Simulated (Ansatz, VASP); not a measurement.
One calculation of Si2Ni, two programs

INCAR

```
SYSTEM = Si2Ni
  PREC = Accurate
  ENCUT = 520
  EDIFF = 1E-7
  ISMEAR = 0
  SIGMA = 0.15
  LREAL = .False.
  LASPH = .True.
  NELM = 80
  ALGO = Normal
  ISIF = 2
  LWAVE = .False.
  LCHARG = .True.
  GGA = PE
  LELF = .True.
  LVHAR = .True.
  NBANDS = 16
```

KPOINTS

```
Automatic mesh
0
Gamma
  16 16 16
  0 0 0
```

Contents of POSCAR:

```
Si2Ni
1.0
    0.0000000000      2.8001688144      2.5761553092
    2.8001688144      0.0000000000      2.5761553092
    2.8001688144      2.8001688144      0.0000000000
Si Ni
2 1
Direct
    0.2500000000      0.2500000000      0.2500000000
    0.7500000000      0.7500000000      0.7500000000
    0.0000000000      0.0000000000      0.0000000000
```

Input for Ansatz:

```yaml
crystal:
  lattice:
    - [0.0, 2.8001688144, 2.5761553092]
    - [2.8001688144, 0.0, 2.5761553092]
    - [2.8001688144, 2.8001688144, 0.0]
  atoms:
    - { symbol: Si, position: [0.25, 0.25, 0.25] }
    - { symbol: Si, position: [0.75, 0.75, 0.75] }
    - { symbol: Ni, position: [0.0, 0.0, 0.0] }
basis:
  ecutwfc: 420
kpoints:
  mp_grid: { grid: [16, 16, 16] }
hamiltonian:
  xc: pbe
scf:
  occupations: { method: gaussian, width: 0.15 }
output:
  forces: true
  stress: true
  eigenvalues: true
```

Alike in both runs: task single point; functional PBE; k mesh 16 × 16 × 16; occupations gaussian, width 0.15 eV; no spin polarisation.

|  | VASP | Ansatz |
| --- | --- | --- |
| version | VASP 6.6.1 | Ansatz 0.2.0 |
| potentials or method | VASP PAW PBE potentials, release 64 (Si, Ni), cutoff 520 eV | scalar-relativistic, plane waves, PAW |
| valence electrons in the cell | 18 | 26 |

|  | VASP | Ansatz | Ansatz less VASP |
| --- | --- | --- | --- |
| gap on the k mesh at the Fermi level (eV) | none | none | - |
| pressure (GPa) | -0.1 | -0.1 | +0.02 |
| traceless stress, the component that is largest in VASP (GPa) | 3.16 | 3.24 | +0.073 |

A gap of «none» marks a metal or a gap that the smearing closes. VASP's potentials hold 18 valence electrons a cell and Ansatz's 26, so a difference there can come from the potentials and not from the codes.
